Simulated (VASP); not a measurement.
Runs of VASP 6.6.1 on TiSi2. Symmetry: Immm, No. 71, orthorhombic system. Conventional cell: a = 2.946 Å, b = 3.424 Å, c = 8.424 Å, α = 90.00°, β = 90.00°, γ = 90.00°. Ti (site symmetry mmm) has 10 Si at 2.67 to 2.78 Å and 4 Ti at 2.95 to 3.42 Å within 3.5 Å. Within 3.5 Å of Si (site symmetry mm2) lie 9 Si at 2.63 to 3.42 Å and 5 Ti at 2.67 to 2.78 Å. 

```tsv
level	U	k mesh	smearing	LDAUTYPE	hund's J	gap on the mesh (eV)	pressure (GPa)	largest force (eV/Å)
PBE	-	6 × 6 × 6	methfessel-paxton 0.272114 eV	-	-	none	(a)	0.17
RPBE	-	6 × 6 × 6	gaussian 0.1 eV	-	-	none	2.6	(b)
PBE+D3(BJ)+U	Ti d U = 2.8 eV	6 × 6 × 6	gaussian 0.1 eV	-	-	none	-2.6	0.30
r2SCAN	-	3 × 3 × 4	methfessel-paxton 0.04 eV	-	-	none	-2.1	0.09
PBE+U	Ti d U = 3.9 eV, J = 0.92 eV	6 × 6 × 6	gaussian 0.1 eV	1	0.92	none	(c)	0.31
```

Alike in all rows: task single point; potentials or basis VASP PAW PBE potentials, release 64 (Ti_sv, Si); no spin polarisation; cell as given; cutoff (eV) 520.

Question: Fill in the values left out.

Answer: (a) 0.4; (b) 0.22; (c) 3.8.

Caveats: all runs use coarse meshes; the PAW data sets were made with another functional, which shifts forces and pressure a little (some runs); U without spin polarisation on a metal has little footing (some runs); the U is typed as a test and isn't derived for this compound (some runs); pairwise dispersion overbinds metals, which lowers pressure and volume (some runs).

A gap of «none» marks levels without a gap at the run's occupations.
